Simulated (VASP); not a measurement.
Write the native input for VASP 6.6.1 that does the following.

| Item | Value |
| --- | --- |
| Task | single point |
| Functional | LDA |
| Potentials or basis | VASP PAW LDA potentials, release 64 (Te, Sn_d) |
| Cutoff | 520 eV |
| k mesh | 7 × 7 × 7 |
| Occupations | fermi-dirac, width 0.05 eV |
| Spin | no spin polarisation |
| Dipole correction | no |
| Further INCAR settings | ALGO = Normal; EDIFF = 1e-06; NBANDS = 17 |

The structure of SnTe lies in POSCAR:

```
SnTe
1.0
    3.9560835241      0.0000000000      0.0000000000
    0.0000000000      3.9560835241      0.0000000000
    0.0000000000      0.0000000000      3.9560835241
Te Sn
1 1
Direct
    0.5000000000      0.5000000000      0.5000000000
    0.0000000000      0.0000000000      0.0000000000
```

This cell differs from its parent crystal: volume scaled by 1.04.

These files were run (other wordings do the same):

INCAR

```
SYSTEM = SnTe
PREC = Accurate
ENCUT = 520
EDIFF = 1E-6
ISMEAR = -1
SIGMA = 0.05
LREAL = .FALSE.
LASPH = .TRUE.
NELM = 100
ALGO = Normal
ISIF = 2
LWAVE = .FALSE.
LCHARG = .FALSE.
GGA = CA
NBANDS = 17
```

KPOINTS

```
Automatic mesh
0
G
  7 7 7
  0 0 0
```

Potentials or basis: VASP PAW LDA potentials, release 64 (Te, Sn_d).

Launch:

```sh
$ cat potpaw_LDA.64/Te/POTCAR potpaw_LDA.64/Sn_d/POTCAR > POTCAR
$ mpirun -np 1 vasp_std > vasp.out
```

It gave:

The pressure is -5.6 GPa. The band gap on the k mesh is zero (band 10 reaches 6.56 eV, above the bottom of band 11 at 5.59 eV).

Caveat: spin-orbit coupling is left out, which moves the levels of the heavy elements.

It took 40 s on 1 thread of AMD EPYC 7R13 (shared host), peak memory 0.13 GiB.
